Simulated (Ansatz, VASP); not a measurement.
## Re: VASP beside Ansatz

The input INCAR:

```
  ALGO = Normal
  EDIFF = 1E-7
  EDIFFG = -0.01
  ENCUT = 500
  GGA = PE
  GGA_COMPAT = F
  IBRION = 2
  ISIF = 3
  ISMEAR = -1
  LASPH = T
  LCHARG = F
  LREAL = F
  LWAVE = F
  NELM = 120
  NELMIN = 4
  NSW = 80
  PREC = Accurate
  SIGMA = 0.1
```

The input KPOINTS:

```
k-points
0
Gamma
  12 12 12
```

POSCAR

```
Re
1.0
    2.5141111682      0.0000000000      0.0000000000
    0.0000000000      2.5141111682      0.0000000000
    0.0000000000      0.0000000000      2.5141111682
Re
1
Direct
    0.0000000000      0.0000000000      0.0000000000
```

Input for Ansatz:

```yaml
crystal:
  lattice:
    - [2.5141111682, 0.0, 0.0]
    - [0.0, 2.5141111682, 0.0]
    - [0.0, 0.0, 2.5141111682]
  atoms:
    - { symbol: Re, position: [0.0, 0.0, 0.0] }
hamiltonian:
  xc: pbe
  pseudopotentials:
    kind: paw
    azcp:
      Re: "pseudopotentials/Re.paw.azcp"
basis:
  ecutwfc: 420
  fft_grid_basis: typed
kpoints:
  mp_grid: { grid: [12, 12, 12], shift: [0, 0, 0] }
magnetization:
  spin_polarized: false
scf:
  occupations: { method: fermi_dirac, width: 0.1 }
relax:
  max_steps: 60
  f_tol: 0.01
  cell: {}
```

Alike in both runs: task relaxation of cell and atoms; functional PBE; k mesh 12 × 12 × 12; occupations fermi-dirac, width 0.1 eV; no spin polarisation.

```csv
,VASP,Ansatz
version,VASP 6.6.1,Ansatz 0.2.0
potentials or method,"VASP PAW PBE potentials, release 64 (Re_sv_GW), cutoff 500 eV","plane waves (420 eV) with PAW, scalar-relativistic"
valence electrons in the cell,15,15
```

Ansatz gave:

| Property | Result |
| --- | --- |
| relaxed volume (Å³/atom) | 17.18 |
| relaxed cell length with the largest relative difference (Å) | 2.580 |

Question: What did VASP give for the same quantities?

Answer: Relaxed volume (Å³/atom): 17.04; relaxed cell length with the largest relative difference (Å): 2.573.

Neither program's run includes spin-orbit coupling.
